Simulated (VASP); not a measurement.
# Mo (Im-3m) in VASP: notebook, part 2 of 2

VASP 6.6.1.

### 3 Relaxation of cell and atoms, PBE, target pressure 45 GPa, at which the enthalpy is minimised

This run uses another cell than the first one, of 15.58 Å³/atom, 1.126 times its volume.

Input file INCAR:

```
SYSTEM = Mo
PREC = Accurate ; ENCUT = 600
EDIFF = 1E-6 ; ISMEAR = 0
SIGMA = 0.1 ; LREAL = .FALSE.
LASPH = .TRUE. ; NELM = 100
ALGO = Normal ; ISIF = 3
LWAVE = .FALSE. ; LCHARG = .FALSE.
GGA = PE ; IBRION = 2
NSW = 100 ; EDIFFG = -0.002
PSTRESS = 450.0
```

Input file KPOINTS:

```
regular mesh
0
G
  26 26 26
  0 0 0
```

Input file POSCAR:

```
Mo
1.0
   -1.5734150000      1.5734150000      1.5734150000
    1.5734150000     -1.5734150000      1.5734150000
    1.5734150000      1.5734150000     -1.5734150000
Mo
1
Direct
    0.0000000000      0.0000000000      0.0000000000
```

Potentials or basis: VASP PAW PBE potentials, release 64 (Mo_sv).

The run is started by

```
$ cat potpaw_PBE.64/Mo_sv/POTCAR > POTCAR
$ mpirun -np 1 vasp_std > vasp.out
```

OUTCAR:

```text
SYSTEM = Mo
   PREC = Accurate
   ENCUT = 600
   EDIFF = 1E-6
   ISMEAR = 0
   LREAL = .FALSE.
   LASPH = .TRUE.
   NELM = 100
   ISIF = 3
   GGA = PE
   IBRION = 2
   NSW = 100
   EDIFFG = -0.002
   PSTRESS = 450.0

 ion  position               nearest neighbor table
   1  0.000  0.000  0.000-

  LATTYP: Found a body centered cubic cell.
 ALAT       =     3.1468300000

  Lattice vectors:

 A1 = (  -1.5734150000,   1.5734150000,   1.5734150000)
 A2 = (   1.5734150000,  -1.5734150000,   1.5734150000)
 A3 = (   1.5734150000,   1.5734150000,  -1.5734150000)

Analysis of symmetry for initial positions (statically):
=====================================================================
 Subroutine PRICEL returns:
 Original cell was already a primitive cell.

 Routine SETGRP: Setting up the symmetry group for a
 body centered cubic supercell.

 Subroutine GETGRP returns: Found 48 space group operations
 (whereof 48 operations were pure point group operations)
 out of a pool of 48 trial point group operations.

The static configuration has the point symmetry O_h .

Analysis of symmetry for dynamics (positions and initial velocities):
=====================================================================
 Subroutine PRICEL returns:
 Original cell was already a primitive cell.

 Routine SETGRP: Setting up the symmetry group for a
 body centered cubic supercell.

 Subroutine GETGRP returns: Found 48 space group operations
 (whereof 48 operations were pure point group operations)
 out of a pool of 48 trial point group operations.

The dynamic configuration has the point symmetry O_h .

 Subroutine INISYM returns: Found 48 space group operations
 (whereof 48 operations are pure point group operations),
 and found     1 'primitive' translations

----------------------------------------------------------------------------------------

                                     Primitive cell

  volume of cell :      15.5808

  direct lattice vectors                    reciprocal lattice vectors
    -1.573415000  1.573415000  1.573415000     0.000000000  0.317780115  0.317780115
     1.573415000 -1.573415000  1.573415000     0.317780115  0.000000000  0.317780115
     1.573415000  1.573415000 -1.573415000     0.317780115  0.317780115  0.000000000

  length of vectors
     2.725234721  2.725234721  2.725234721     0.449408949  0.449408949  0.449408949

  position of ions in fractional coordinates (direct lattice)
     0.000000000  0.000000000  0.000000000

  ion indices of the primitive-cell ions
   primitive index   ion index
                 1           1

----------------------------------------------------------------------------------------

 KPOINTS: regular mesh

Automatic generation of k-mesh.
 Grid dimensions read from file:
 generate k-points for:   26   26   26

 Generating k-lattice:

  Cartesian coordinates                     Fractional coordinates (reciprocal lattice)
     0.000000000  0.012222312  0.012222312     0.038461538  0.000000000  0.000000000
     0.012222312  0.000000000  0.012222312     0.000000000  0.038461538  0.000000000
     0.012222312  0.012222312  0.000000000     0.000000000  0.000000000  0.038461538
[... 51 lines left out ...]
   ISPIN  =      1    spin polarized calculation?
   LNONCOLLINEAR =      F non collinear calculations
   LSORBIT =      F    spin-orbit coupling
   LASPH  =      T    aspherical Exc in radial PAW
   ENCUT  =  600.0 eV  44.10 Ry    6.64 a.u.   5.44  5.44  5.44*2*pi/ulx,y,z
   NELM   =    100;   NELMIN=  2; NELMDL= -5     # of ELM steps
   EDIFF  = 0.1E-05   stopping-criterion for ELM
   LREAL  =      F    real-space projection
   EDIFFG = -.2E-02   stopping-criterion for IOM
   NSW    =    100    number of steps for IOM
   IBRION =      2    ionic relax: 0-MD 1-quasi-New 2-CG
   NFREE  =      1    steps in history (QN), initial steepest desc. (CG)
   ISIF   =      3    stress and relaxation
   ISYM   =      2    0-nonsym 1-usesym 2-fastsym
   POTIM  = 0.5000    time-step for ionic-motion
   TEBEG  =    0.0;   TEEND  =   0.0 temperature during run
   PSTRESS=  450.0 pullay stress
   NELECT =      14.0000    total number of electrons
   NUPDOWN=      -1.0000    fix difference up-down
   EMIN   =  10.00;   EMAX   =-10.00  energy-range for DOS
   EFERMI =   0.00;   METHOD = LEGACY
   ISMEAR =     0;   SIGMA  =   0.10  broadening in eV -4-tet -1-fermi 0-gaus
   EFERMI_NEDOS =   21; number of points for ismear=-14 and -15
   IALGO  =     38    algorithm
   IMIX   =      4    mixing-type and parameters
     AMIX     =   0.40;   BMIX     =  1.00
     AMIX_MAG =   1.60;   BMIX_MAG =  1.00
  volume/ion in A,a.u.               =      15.58       105.14
  Fermi-wavevector in a.u.,A,eV,Ry     =   1.579747  2.985289 33.954710  2.495601
  Thomas-Fermi vector in A             =   2.680079
   LORBIT       =      0    0 simple, 1 ext, 2 COOP (PROOUT), +10 PAW based schemes
   GGA     = PE    functional components
   LHFCALC =     F    Hartree Fock is set to
   AEXX    =    0.0000 exact exchange contribution
   IVDW    =     0    specifies the selected vdW correction
   LEPSILON=     F    determine dielectric tensor
   LRPA    =     F    only Hartree local field effects (RPA)
 conjugate gradient relaxation of ions
 non-spin polarized calculation
 Gauss-broadening in eV      SIGMA  =   0.10
  energy-cutoff  :      600.00
  volume of cell :       15.58
 maximum number of plane-waves:       539
 NGX is ok and might be reduce to    24
   NGX = 11   NGY = 11   NGZ = 11

--------------------------------------- Ionic step        1  -------------------------------------------

 number of electron      14.0000002 magnetization

 Free energy of the ion-electron system (eV)
  ---------------------------------------------------
  ext. energy  EPLUGINS =         0.00000000
  ---------------------------------------------------
  free energy    TOTEN  =       -10.93458536 eV

  energy without entropy =      -10.93200583  energy(sigma->0) =      -10.93329560

------------------------ aborting loop because EDIFF is reached ----------------------------------------

  FORCE on cell =-STRESS in cart. coord.  units (eV):
  Direction    XX          YY          ZZ          XY          YZ          ZX
  --------------------------------------------------------------------------------------
  -------------------------------------------------------------------------------------
  Total        0.3893768      0.3893768      0.3893768      0.0000000      0.0000000      0.0000000
  in kB       40.0396956     40.0396956     40.0396956      0.0000000      0.0000000      0.0000000
  external PRESSURE =    -409.9603044 kB  Pullay stress =     450.0000000 kB
[... 94 lines left out ...]
  energy  without entropy=      -10.7878091129  energy(sigma->0) =      -10.78904474

  enthalpy is  TOTEN    =        -6.7839551152 eV   P V=        4.0063252437

[... ionic steps 4 to 17 ...]

--------------------------------------- Ionic step       18  -------------------------------------------

 number of electron      14.0000002 magnetization

------------------------ aborting loop because EDIFF is reached ----------------------------------------
[... 69 lines left out ...]
--------------------------------------- Ionic step       20  -------------------------------------------

 number of electron      14.0000002 magnetization

 Free energy of the ion-electron system (eV)
  ---------------------------------------------------
  ext. energy  EPLUGINS =         0.00000000
  ---------------------------------------------------
  free energy    TOTEN  =       -10.69281876 eV

  energy without entropy =      -10.69040623  energy(sigma->0) =      -10.69161249

 E-fermi :  14.6508     XC(G=0): -14.0799

 val. band max:       14.6396236461   @ k =  -0.3462   0.3462   0.2308
 cond. band min:      14.6526550018   @ k =  -0.4231   0.5000   0.0385
 fundamental gap:      0.0130313557
 Fermi energy:        14.6508213351

 k-point     1 :       0.0000    0.0000    0.0000
  band No.  band energies     occupation
      1     -46.7098      2.00000
      2     -19.6377      2.00000
      3     -19.6377      2.00000
      4     -19.6377      2.00000
      5       7.0444      2.00000
      6      13.0062      2.00000
      7      13.0062      2.00000
      8      13.0062      2.00000
      9      16.5019      0.00000
     10      16.5019      0.00000
     11      29.6039      0.00000
[... 309 lines left out ...]
 k-point    24 :       0.3846    0.0385    0.0000
  band No.  band energies     occupation
      1     -46.3204      2.00000
      2     -21.4918      2.00000
      3     -20.2247      2.00000
      4     -19.6724      2.00000
      5       8.7942      2.00000
      6      10.7921      2.00000
      7      15.3021      0.00000
      8      16.6390      0.00000
      9      17.3056      0.00000
     10      19.3776      0.00000
     11      27.5395      0.00000

 [... further k-points ...]
[... 5 lines left out ...]
  --------------------------------------------------------------------------------------
  -------------------------------------------------------------------------------------
  Total        3.8949839      3.8949839      3.8949839     -0.0000000      0.0000000      0.0000000
  in kB      450.1398591    450.1398591    450.1398591     -0.0000000      0.0000000      0.0000000
  external PRESSURE =       0.1398591 kB  Pullay stress =     450.0000000 kB
[... 20 lines left out ...]
  energy  without entropy=      -10.6904062305  energy(sigma->0) =      -10.69161249

  enthalpy is  TOTEN    =        -6.7990450026 eV   P V=        3.8937737560

 reached required accuracy - stopping structural energy minimisation
```

CONTCAR:

```text
Mo
   1.00000000000000
    -1.5133391369436682    1.5133391369436682    1.5133391369436682
     1.5133391369436682   -1.5133391369436682    1.5133391369436682
     1.5133391369436682    1.5133391369436682   -1.5133391369436682
  Mo
     1
Direct
     0.0000000000000000    0.0000000000000000    0.0000000000000000

  0.00000000E+00  0.00000000E+00  0.00000000E+00
```

It took 5.5 min on 1 thread of Intel Xeon 6975P-C, shared host; peak memory 0.26 GiB.

What came out:

```
Free energy                                            : -10.6928 eV
Relaxed volume                                         : 13.86 Å³/atom
Relaxed cell                                           : a = 2.621 Å, b = 2.621 Å, c = 2.621 Å, α = 109.47°, β = 109.47°, γ = 109.47°
Space group after relaxing (to 0.05 Å)                 : Im-3m (No. 229)
Energy change on relaxing (the enthalpy is what falls) : +241.8 meV/atom
Ionic steps                                            : 20
Pressure after relaxing                                : 45.0 GPa
Band gap on the k mesh                                 : zero (band 7 reaches 19.34 eV, above the bottom of band 8 at 13.01 eV)
```

The path:
```tsv
step	energy change (eV)	largest force (eV/Å)	pressure (GPa)	volume (Å³)
1	0.0000	0.0000	4.00	15.58
2	8.6306	0.0000	620.51	8.21
3	0.1443	0.0000	33.21	14.26
4	0.2006	0.0000	40.26	14.02
5	0.2424	0.0000	45.03	13.86
6	0.2332	0.0000	44.03	13.89
7	0.2340	0.0000	44.08	13.89
8	0.2365	0.0000	44.39	13.88
9	0.2365	0.0000	44.38	13.88
10	0.2367	0.0000	44.37	13.88
11	0.2369	0.0000	44.35	13.88
12	0.2375	0.0000	44.48	13.88
13	0.2386	0.0000	44.59	13.87
14	0.2408	0.0000	44.88	13.87
15	0.2417	0.0000	44.95	13.86
16	0.2426	0.0000	45.04	13.86
17	0.2422	0.0000	45.05	13.86
18	0.2420	0.0000	45.09	13.86
19	0.2418	0.0000	45.04	13.86
20	0.2418	0.0000	45.01	13.86
```

Final structure:
```xyz
1
Lattice="-1.5133 1.5133 1.5133 1.5133 -1.5133 1.5133 1.5133 1.5133 -1.5133" Properties=species:S:1:pos:R:3 pbc="T T T"
Mo    0.0000    0.0000    0.0000
```

Caveat: the cell is relaxed towards a set pressure, so the enthalpy falls and the energy may rise.
